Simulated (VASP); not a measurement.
# BiSb3O2 (P6mm) in VASP: single point with PBE

Aim: the single point of BiSb3O2 with PBE.

Everything below comes from runs of VASP 6.6.1. Logs are shortened: lines on timing, memory, paths and dates and some standing lists are left out, and cuts for length are marked.

## (1) The cell of the first run

The typed cell holds 6 atoms: a = 7.400 Å, b = 7.400 Å, c = 3.162 Å, α = 90.00°, β = 90.00°, γ = 120.00°.

The cell was built from a structure type or drawn by symmetry, and may not be a known phase.

## (2) Single point, PBE

Contents of INCAR:

```
SYSTEM = BiSb3O2
ALGO     = Normal         ! electronic algorithm
EDIFF    = 1E-6           ! SCF threshold, eV
ENCUT    = 520            ! plane-wave cutoff, eV
GGA      = PE             ! functional
ISIF     = 2              ! what is computed and relaxed
ISMEAR   = 0              ! smearing method
LASPH    = .TRUE.         ! aspherical terms in the spheres
LCHARG   = .FALSE.        ! write CHGCAR
LREAL    = .FALSE.        ! projectors in reciprocal space
LWAVE    = .FALSE.        ! write WAVECAR
NBANDS   = 30             ! bands
NELM     = 100            ! most SCF steps
PREC     = Accurate       ! precision mode
SIGMA    = 0.1            ! smearing width, eV
```

Contents of KPOINTS:

```
k-points
0
G
  6 6 12
  0 0 0
```

Contents of POSCAR:

```
BiSb3O2
1.0
    7.3997926580      0.0000000000      0.0000000000
   -3.6998963290      6.4084084246      0.0000000000
    0.0000000000      0.0000000000      3.1619375665
Sb Bi O
3 1 2
Direct
    0.0000000000      0.5000000000      0.8617014270
    0.5000000000      0.0000000000      0.8617014270
    0.5000000000      0.5000000000      0.8617014270
    0.0000000000      0.0000000000      0.8617577056
    0.6666666667      0.3333333333      0.8615664618
    0.3333333333      0.6666666667      0.8615664618
```

Potentials or basis: VASP PAW PBE potentials, release 64 (Sb, Bi_d, O).

The run is started by

```console
cat potpaw_PBE.64/Sb/POTCAR potpaw_PBE.64/Bi_d/POTCAR potpaw_PBE.64/O/POTCAR > POTCAR
mpirun -np 1 vasp_std > vasp.out
```

OUTCAR:

```text
SYSTEM = BiSb3O2
   EDIFF = 1E-6
   ENCUT = 520
   GGA = PE
   ISIF = 2
   ISMEAR = 0
   LASPH = .TRUE.
   LREAL = .FALSE.
   NELM = 100
   PREC = Accurate

 ion  position               nearest neighbor table
   1  0.000  0.500  0.862-   5 2.14   6 2.14   3 3.70   3 3.70   2 3.70   2 3.70   4 3.70   4 3.70

   2  0.500  0.000  0.862-   5 2.14   6 2.14   1 3.70   3 3.70   3 3.70   1 3.70   4 3.70   4 3.70

   3  0.500  0.500  0.862-   5 2.14   6 2.14   1 3.70   1 3.70   2 3.70   2 3.70   4 3.70   4 3.70

   4  0.000  0.000  0.862-   2 3.70   2 3.70   3 3.70   1 3.70   1 3.70   3 3.70
   5  0.667  0.333  0.862-   1 2.14   2 2.14   3 2.14
   6  0.333  0.667  0.862-   1 2.14   2 2.14   3 2.14

  LATTYP: Found a hexagonal cell.
 ALAT       =     7.3997926580
 C/A-ratio  =     0.4273008330

  Lattice vectors:

 A1 = (   7.3997926580,   0.0000000000,   0.0000000000)
 A2 = (  -3.6998963290,   6.4084084246,   0.0000000000)
 A3 = (   0.0000000000,   0.0000000000,   3.1619375665)

Analysis of symmetry for initial positions (statically):
=====================================================================
 Subroutine PRICEL returns:
 Original cell was already a primitive cell.

 Routine SETGRP: Setting up the symmetry group for a
 hexagonal supercell.

 Subroutine GETGRP returns: Found 12 space group operations
 (whereof 12 operations were pure point group operations)
 out of a pool of 24 trial point group operations.

The static configuration has the point symmetry C_6v.

Analysis of symmetry for dynamics (positions and initial velocities):
=====================================================================
 Subroutine PRICEL returns:
 Original cell was already a primitive cell.

 Routine SETGRP: Setting up the symmetry group for a
 hexagonal supercell.

 Subroutine GETGRP returns: Found 12 space group operations
 (whereof 12 operations were pure point group operations)
 out of a pool of 24 trial point group operations.

The dynamic configuration has the point symmetry C_6v.

 Subroutine INISYM returns: Found 12 space group operations
 (whereof 12 operations are pure point group operations),
 and found     1 'primitive' translations

----------------------------------------------------------------------------------------

                                     Primitive cell

  volume of cell :     149.9419

  direct lattice vectors                    reciprocal lattice vectors
     7.399792658  0.000000000  0.000000000     0.135138922  0.078022493  0.000000000
    -3.699896329  6.408408425  0.000000000     0.000000000  0.156044986  0.000000000
     0.000000000  0.000000000  3.161937566     0.000000000  0.000000000  0.316261779

  length of vectors
     7.399792658  7.399792658  3.161937566     0.156044986  0.156044986  0.316261779

  position of ions in fractional coordinates (direct lattice)
     1.000000000  0.500000000  0.861701427
     0.500000000  0.000000000  0.861701427
     0.500000000  0.500000000  0.861701427
     0.000000000  0.000000000  0.861757706
     0.666666667  0.333333333  0.861566462
     0.333333333  0.666666667  0.861566462

  ion indices of the primitive-cell ions
   primitive index   ion index
                 1           1
                 2           2
                 3           3
                 4           4
                 5           5
                 6           6

----------------------------------------------------------------------------------------

 KPOINTS: k-points

Automatic generation of k-mesh.
 Grid dimensions read from file:
 generate k-points for:    6    6   12

 Generating k-lattice:

  Cartesian coordinates                     Fractional coordinates (reciprocal lattice)
     0.022523154  0.013003749  0.000000000     0.166666667 -0.000000000  0.000000000
     0.000000000  0.026007498  0.000000000     0.000000000  0.166666667  0.000000000
     0.000000000  0.000000000  0.026355148     0.000000000  0.000000000  0.083333333

  Length of vectors
     0.026007498  0.026007498  0.026355148

  Shift w.r.t. Gamma in fractional coordinates (k-lattice)
     0.000000000  0.000000000  0.000000000

 Subroutine IBZKPT returns following result:
 ===========================================

 Found     49 irreducible k-points:

 Following reciprocal coordinates:
            Coordinates               Weight
  0.000000  0.000000  0.000000      1.000000
  0.166667  0.000000  0.000000      6.000000
  0.333333  0.000000  0.000000      6.000000
  0.500000  0.000000  0.000000      3.000000
  0.166667  0.166667  0.000000      6.000000
  0.333333  0.166667  0.000000     12.000000
[... 16 lines left out ...]
  0.166667  0.000000  0.250000     12.000000
  0.333333  0.000000  0.250000     12.000000
 [... further k-points ...]
   k-points           NKPTS =     49   k-points in BZ     NKDIM =     49   number of bands    NBANDS=     30
   number of dos      NEDOS =    301   number of ions     NIONS =      6
   total plane-waves  NPLWV =  75264
   dimension x,y,z NGX =    56 NGY =   56 NGZ =   24
   dimension x,y,z NGXF=   112 NGYF=  112 NGZF=   48
   ions per type =               3   1   2
   NGX,Y,Z   is equivalent  to a cutoff of  12.58, 12.58, 12.62 a.u.
   NGXF,Y,Z  is equivalent  to a cutoff of  25.16, 25.16, 25.24 a.u.
 SYSTEM =  BiSb3O2
   PREC   = accura    normal or accurate (medium, high low for compatibility)
   ISTART =      0    job   : 0-new  1-cont  2-samecut
   ICHARG =      2    charge: 1-file 2-atom 10-const
   ISPIN  =      1    spin polarized calculation?
   LNONCOLLINEAR =      F non collinear calculations
   LSORBIT =      F    spin-orbit coupling
   LASPH  =      T    aspherical Exc in radial PAW
   ENCUT  =  520.0 eV  38.22 Ry    6.18 a.u.  13.76 13.76  5.88*2*pi/ulx,y,z
   NELM   =    100;   NELMIN=  2; NELMDL= -5     # of ELM steps
   EDIFF  = 0.1E-05   stopping-criterion for ELM
   LREAL  =      F    real-space projection
   EDIFFG = 0.1E-04   stopping-criterion for IOM
   NSW    =      0    number of steps for IOM
   IBRION =     -1    ionic relax: 0-MD 1-quasi-New 2-CG
   NFREE  =      0    steps in history (QN), initial steepest desc. (CG)
   ISIF   =      2    stress and relaxation
   ISYM   =      2    0-nonsym 1-usesym 2-fastsym
   POTIM  = 0.5000    time-step for ionic-motion
   TEBEG  =    0.0;   TEEND  =   0.0 temperature during run
   PSTRESS=    0.0 pullay stress
   NELECT =      42.0000    total number of electrons
   NUPDOWN=      -1.0000    fix difference up-down
   EMIN   =  10.00;   EMAX   =-10.00  energy-range for DOS
   EFERMI =   0.00;   METHOD = LEGACY
   ISMEAR =     0;   SIGMA  =   0.10  broadening in eV -4-tet -1-fermi 0-gaus
   EFERMI_NEDOS =   21; number of points for ismear=-14 and -15
   IALGO  =     38    algorithm
   IMIX   =      4    mixing-type and parameters
     AMIX     =   0.40;   BMIX     =  1.00
     AMIX_MAG =   1.60;   BMIX_MAG =  1.00
  volume/ion in A,a.u.               =      24.99       168.64
  Fermi-wavevector in a.u.,A,eV,Ry     =   1.071150  2.024180 15.610809  1.147362
  Thomas-Fermi vector in A             =   2.206882
   LORBIT       =      0    0 simple, 1 ext, 2 COOP (PROOUT), +10 PAW based schemes
   GGA     = PE    functional components
   LHFCALC =     F    Hartree Fock is set to
   AEXX    =    0.0000 exact exchange contribution
   IVDW    =     0    specifies the selected vdW correction
   LEPSILON=     F    determine dielectric tensor
   LRPA    =     F    only Hartree local field effects (RPA)
 non-spin polarized calculation
 Gauss-broadening in eV      SIGMA  =   0.10
  energy-cutoff  :      520.00
  volume of cell :      149.94
 maximum number of plane-waves:      4080
 NGX is ok and might be reduce to    56
   NGX = 27   NGY = 27   NGZ = 11

 number of electron      41.9999999 magnetization

 Free energy of the ion-electron system (eV)
  ---------------------------------------------------
  ext. energy  EPLUGINS =         0.00000000
  ---------------------------------------------------
  free energy    TOTEN  =       -28.48000239 eV

  energy without entropy =      -28.46377281  energy(sigma->0) =      -28.47188760

 E-fermi :   5.7007     XC(G=0):  -9.4236

 val. band max:        5.6991860767   @ k =   0.1667   0.1667   0.2500
 cond. band min:       5.7334945258   @ k =   0.5000   0.0000   0.2500
 fundamental gap:      0.0343084491
 Fermi energy:         5.7007332580

 k-point     1 :       0.0000    0.0000    0.0000
  band No.  band energies     occupation
      1     -17.3408      2.00000
      2     -17.1106      2.00000
      3     -17.1106      2.00000
      4     -17.0655      2.00000
      5     -17.0655      2.00000
      6     -13.2245      2.00000
[... 22 lines left out ...]
     29      11.4553      0.00000
     30      11.6864      0.00000

 k-point     2 :       0.1667    0.0000    0.0000
  band No.  band energies     occupation
      1     -17.3408      2.00000
      2     -17.1106      2.00000
      3     -17.1106      2.00000
      4     -17.0655      2.00000
      5     -17.0655      2.00000
      6     -13.2157      2.00000
[... 22 lines left out ...]
     29      11.4969      0.00000
     30      11.8410      0.00000

 k-point     3 :       0.3333    0.0000    0.0000
  band No.  band energies     occupation
      1     -17.3408      2.00000
      2     -17.1106      2.00000
      3     -17.1106      2.00000
      4     -17.0655      2.00000
      5     -17.0655      2.00000
      6     -13.1929      2.00000
[... 22 lines left out ...]
     29      11.6583      0.00000
     30      11.8197      0.00000

 k-point     4 :       0.5000    0.0000    0.0000
  band No.  band energies     occupation
      1     -17.3408      2.00000
      2     -17.1106      2.00000
      3     -17.1106      2.00000
      4     -17.0655      2.00000
      5     -17.0655      2.00000
      6     -13.1745      2.00000
[... 616 lines left out ...]
     29      11.4106      0.00000
     30      11.4343      0.00000

 k-point    23 :       0.1667    0.0000    0.2500
  band No.  band energies     occupation
      1     -17.1538      2.00000
      2     -17.1264      2.00000
      3     -17.1264      2.00000
      4     -17.1044      2.00000
      5     -17.1043      2.00000
      6     -13.0719      2.00000
[... 22 lines left out ...]
     29      11.4668      0.00000
     30      11.8152      0.00000

 k-point    24 :       0.3333    0.0000    0.2500
  band No.  band energies     occupation
      1     -17.1538      2.00000
      2     -17.1264      2.00000
      3     -17.1264      2.00000
      4     -17.1044      2.00000
      5     -17.1043      2.00000
      6     -13.0556      2.00000
[... 22 lines left out ...]
     29      11.7303      0.00000
     30      12.4263      0.00000

 [... further k-points ...]

------------------------ aborting loop because EDIFF is reached ----------------------------------------

  FORCE on cell =-STRESS in cart. coord.  units (eV):
  Direction    XX          YY          ZZ          XY          YZ          ZX
  --------------------------------------------------------------------------------------
  -------------------------------------------------------------------------------------
  Total       -0.3346525     -0.3346525     -0.1245939      0.0000000     -0.0000000      0.0000000
  in kB       -3.5758687     -3.5758687     -1.3313262      0.0000000     -0.0000000      0.0000000
  external PRESSURE =      -2.8276879 kB  Pullay stress =       0.0000000 kB

 VOLUME and BASIS-vectors are now :
 -----------------------------------------------------------------------------
  energy-cutoff  :      520.00
  volume of cell :      149.94
      direct lattice vectors                 reciprocal lattice vectors
     7.399792658  0.000000000  0.000000000     0.135138922  0.078022493  0.000000000
    -3.699896329  6.408408425  0.000000000     0.000000000  0.156044986  0.000000000
     0.000000000  0.000000000  3.161937566     0.000000000  0.000000000  0.316261779

 POSITION                                       TOTAL-FORCE (eV/Angst)
 -----------------------------------------------------------------------------------
     -1.84995      3.20420      2.72465         0.000000     -0.000000      0.000013
      3.69990      0.00000      2.72465         0.000000      0.000000      0.000013
      1.84995      3.20420      2.72465        -0.000000     -0.000000      0.000013
      0.00000      0.00000      2.72482         0.000000     -0.000000     -0.000407
      3.69990      2.13614      2.72422         0.000000     -0.000000      0.000183
     -0.00000      4.27227      2.72422        -0.000000      0.000000      0.000183
 -----------------------------------------------------------------------------------
    total drift:                               -0.000000     -0.000000     -0.000499

  FREE ENERGIE OF THE ION-ELECTRON SYSTEM (eV)
  ---------------------------------------------------
  free  energy   TOTEN  =       -28.4800023950 eV

  energy  without entropy=      -28.4637728103  energy(sigma->0) =      -28.47188760
```

Run time: 2 min. Hardware: 1 thread of AMD EPYC 9R45 (Zen 5), shared host; peak memory 0.36 GiB.

What came out:

- Free energy: -28.4800 eV
- Pressure: -0.3 GPa
- Band gap on the k mesh: zero (bands 21 and 22 overlap by 2.63 eV)

Stress tensor (GPa, compression positive):
```
-0.36  0.00  0.00
 0.00 -0.36  0.00
 0.00  0.00 -0.13
```

Caveat: spin-orbit coupling is left out, which moves the levels of the heavy elements.
